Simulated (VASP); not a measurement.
# Ge: single point with PBEsol

Crystal: Ge.

```
Ge
1.0
     1.48805   -2.55577    0.00000
     1.48805    2.55577    0.00000
     0.00000    0.00000    4.72760
Ge
2
Direct
  0.66655 0.33345 0.25000
  0.33345 0.66655 0.75000
```

This cell differs from its parent crystal: strain -0.0150 x Voigt [0, 1, 0, 0, 0, 0].

- Program: VASP 6.6.1
- Task: single point
- Functional: PBEsol
- Potentials or basis: VASP PAW PBE potentials, release 64 (Ge_d)
- Cutoff: 520 eV
- k mesh: 18 × 18 × 10
- Occupations: gaussian, width 0.15 eV
- Spin: no spin polarisation
- Dipole correction: no
- Further INCAR settings: ALGO = Normal; EDIFF = 1e-06; NBANDS = 21

```
Pressure               : 1.6 GPa
Largest force          : 0.006 eV/Å
Band gap on the k mesh : zero (bands 14 and 15 overlap by 10.05 eV)
```

Forces on the atoms (eV/Å):
```
Ge   0.000 -0.006  0.000
Ge   0.000  0.006  0.000
```

Stress tensor (GPa, compression positive):
```
1.49 0.00 0.00
0.00 1.49 0.00
0.00 0.00 1.79
```

Levels at points of the mesh, in eV from the Fermi level:
```csv
k point,band 10,band 11,band 12,band 13,band 14,band 15,band 16,band 17,band 18,band 19
"(0.00, 0.00, 0.00)",-24.58,-13.62,-7.71,-5.78,6.69,6.82,8.76,8.92,10.03,11.55
"(0.50, 0.00, 0.00)",-24.57,-8.62,-7.29,-2.44,-1.48,-1.08,1.27,2.54,6.52,7.31
"(0.50, 0.50, 0.00)",-24.57,-8.52,-7.25,-2.38,-1.45,-0.99,1.30,2.34,6.34,7.12
"(0.00, 0.00, 0.50)",-24.60,-11.94,-11.94,1.66,1.66,7.83,7.83,7.97,7.97,12.82
"(0.50, 0.00, 0.50)",-24.57,-7.16,-7.16,-5.15,-5.15,4.21,4.21,5.00,5.00,8.66
"(0.50, 0.50, 0.50)",-24.57,-7.06,-7.06,-5.12,-5.12,4.01,4.01,4.98,4.98,8.55
```

Wall time 2.4 min on 1 thread of AMD EPYC 9R45 96-Core Processor (Zen 5), on a shared host, peak memory 0.38 GiB.

Caveat: the cell differs from its parent crystal (strain -0.0150 x Voigt [0, 1, 0, 0, 0, 0]); the PAW data sets were made with another functional, which shifts forces and pressure a little.
